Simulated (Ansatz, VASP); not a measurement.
## Two plane-wave programs on SnO

```
CELL_PARAMETERS angstrom
3.81370 0.00000 0.00000
0.00000 3.81370 0.00000
0.00000 0.00000 4.88691
ATOMIC_POSITIONS crystal
Sn 0.00000 0.50000 0.23537
Sn 0.50000 0.00000 0.76463
O 0.50000 0.50000 0.00000
O 0.00000 0.00000 0.00000
```

Alike in both runs: task relaxation of cell and atoms; functional PBEsol; k mesh 10 × 10 × 8; occupations gaussian, width 0.01 eV; no spin polarisation.

|  | VASP | Ansatz |
| --- | --- | --- |
| version | VASP 6.6.1 | Ansatz 0.2.0 |
| potentials or method | VASP PAW PBE potentials, release 64 (Sn_d, O), cutoff 600 eV | scalar-relativistic, plane waves, PAW |
| valence electrons in the cell | 40 | 40 |

|  | VASP | Ansatz | Ansatz less VASP |
| --- | --- | --- | --- |
| gap on the k mesh at the Fermi level, each at its own relaxed structure (eV) | none | none | - |
| relaxed volume (Å³/atom) | 17.15 | 17.21 | +0.059 |
| relaxed cell length with the largest relative difference (Å) | 4.733 | 4.753 | +0.0206 |

VASP's potentials were made for PBE, not for PBEsol. A gap of «none» marks a metal or a gap that the smearing closes.
